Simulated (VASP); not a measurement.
Runs of VASP 6.6.1 on BaZrO3. The structure is that of space group Pm-3m (No. 221), or close to it. The cells are those of the table. 

```csv
task,level,cell,smearing,gap on the mesh (eV),pressure (GPa)
single point,r2SCAN,"a = 4.205 Å, 5 atoms",gaussian 0.01 eV,3.68,(a)
single point,PBE,"a = 4.227 Å, 5 atoms",fermi-dirac 0.02 eV,3.13,0.9
dielectric tensor,PBE,"a = 4.205 Å, 5 atoms",gaussian 0.01 eV,3.17,-
single point,PBEsol,"a = 4.181 Å, 5 atoms",fermi-dirac 0.02 eV,3.12,(b)
```

Alike in all rows: potentials or basis VASP PAW PBE potentials, release 64 (Ba_sv, Zr_sv, O); no spin polarisation; k mesh 6 × 6 × 6; cutoff (eV) 520.

**Question.** Estimate the missing entries.

**Answer.** (a) 1.0; (b) 1.2.

Caveats: spin-orbit coupling is left out, which moves the levels of the heavy elements; the PAW data sets were made with another functional, which shifts forces and pressure a little (some runs).

A k mesh can miss the band edges, and the runs leave out spin-orbit coupling on Ba, Zr.
